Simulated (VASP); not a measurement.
Crystal: PbS.

```xyz
4
Lattice="2.1005 -6.0506 0.0000 2.1005 6.0506 0.0000 0.0000 0.0000 4.3217" Properties=species:S:1:pos:R:3 pbc="T T T"
Pb    2.1005    4.4706    1.0804
Pb    2.1005   -4.4706    3.2413
S     2.1005    1.7571    1.0804
S     2.1005   -1.7571    3.2413
```

| Property | Result |
| --- | --- |
| Program | VASP 6.6.1 |
| Task | relaxation of cell and atoms |
| Functional | AM05 |
| Potentials or basis | VASP PAW PBE potentials, release 64 (Pb_d, S) |
| Cutoff | 690 eV |
| k mesh | 7 × 7 × 7 |
| Occupations | gaussian, width 0.03 eV |
| Spin | no spin polarisation |

At the start: pressure -2.6 GPa; volume 27.46 Å³/atom.

Task: How do energy, volume and symmetry change on relaxing?

Result: Over 18 steps the energy falls by 12.6 meV/atom and the volume is 25.79 Å³/atom (-6.1 %); space group Cmcm (No. 63, to 0.1 Å) before and after.

The path:
| step | energy change (eV) | largest force (eV/Å) | pressure (GPa) | volume (Å³) |
| --- | --- | --- | --- | --- |
| 1 | 0.0000 | 0.2644 | -2.61 | 109.85 |
| 2 | -0.0478 | 0.0827 | -0.05 | 104.65 |
| 3 | -0.0492 | 0.0247 | -0.02 | 104.36 |
| 4 | -0.0501 | 0.0152 | -0.07 | 104.00 |
| 5 | -0.0504 | 0.0102 | -0.06 | 103.73 |
| 6 | -0.0507 | 0.0213 | 0.12 | 103.05 |
| 7 | -0.0509 | 0.0050 | 0.04 | 103.02 |
| 8 | -0.0510 | 0.0056 | 0.03 | 103.08 |
| 9 | -0.0510 | 0.0069 | -0.05 | 103.18 |
| 10 | -0.0510 | 0.0075 | -0.01 | 103.11 |
| 11 | -0.0510 | 0.0051 | 0.01 | 103.12 |
| 12 | -0.0510 | 0.0029 | -0.01 | 103.17 |
| 13 | -0.0510 | 0.0053 | -0.02 | 103.17 |
| 14 | -0.0510 | 0.0038 | 0.00 | 103.13 |
| 15 | -0.0510 | 0.0021 | 0.01 | 103.15 |
| 16 | -0.0510 | 0.0018 | 0.00 | 103.16 |
| 17 | -0.0505 | 0.0018 | 0.00 | 103.16 |
| 18 | -0.0505 | 0.0018 | 0.00 | 103.16 |

Final structure:
```
CELL_PARAMETERS angstrom
2.06240 -5.90187 0.00000
2.06240 5.90187 0.00000
0.00000 0.00000 4.23759
ATOMIC_POSITIONS crystal
Pb 0.12957 0.87043 0.25000
Pb 0.87043 0.12957 0.75000
S 0.35661 0.64339 0.25000
S 0.64339 0.35661 0.75000
```

Where two steps share one volume, the run began anew on that cell with a basis built for it.

Caveat: the PAW data sets were made with another functional, which shifts forces and pressure a little.
